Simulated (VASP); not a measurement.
Runs of VASP 6.6.1 on Al2BN3. The structure is that of space group P-4m2 (No. 115), or close to it. The cells are those of the table. 

```csv
task,spin,cell,k mesh,cutoff (eV),gap on the mesh (eV),pressure (GPa),moment (μB),relaxed volume (Å³/atom),largest force (eV/Å)
single point,off,"a = 3.307, b = 3.307, c = 5.501 Å, 6 atoms",6 × 6 × 4,520,none,-16.0,-,-,2.38
relaxation of cell and atoms,off,"relaxed from a = 2.631, b = 2.631, c = 9.898 Å, 6 atoms",14 × 14 × 4,600,none,0.0,-,11.42,-
single point,"collinear, ferromagnetic start","a = 2.631, b = 2.631, c = 9.898 Å, 6 atoms",6 × 6 × 2,520,none,0.0,0.03,-,0.01
single point,off,"a = 2.631, b = 2.631, c = 9.898 Å, 6 atoms",6 × 6 × 4,520,none,0.0,-,-,0.01
single point,off,"a = 2.631, b = 2.631, c = 10.173 Å, 6 atoms",14 × 14 × 4,520,none,(a),-,-,0.01
relaxation of cell and atoms,off,"relaxed from a = 3.307, b = 3.307, c = 5.501 Å, 6 atoms",6 × 6 × 4,600,none,0.4,-,9.10,0.02
single point,"collinear, ferromagnetic start","a = 3.307, b = 3.307, c = 5.501 Å, 6 atoms",6 × 6 × 4,520,none,-16.0,0.35,-,(b)
```

Alike in all rows: level PBE; potentials or basis VASP PAW PBE potentials, release 64 (Al, B, N); smearing gaussian 0.1 eV.

Task: Fill in the values left out.

Result: (a) -0.1; (b) 2.39.

Caveats: some runs use coarse meshes; forces of over 1 eV/Å act on the atoms, so gaps and moduli don't describe the material at rest (some runs).

A gap of «none» marks levels without a gap at the run's occupations.
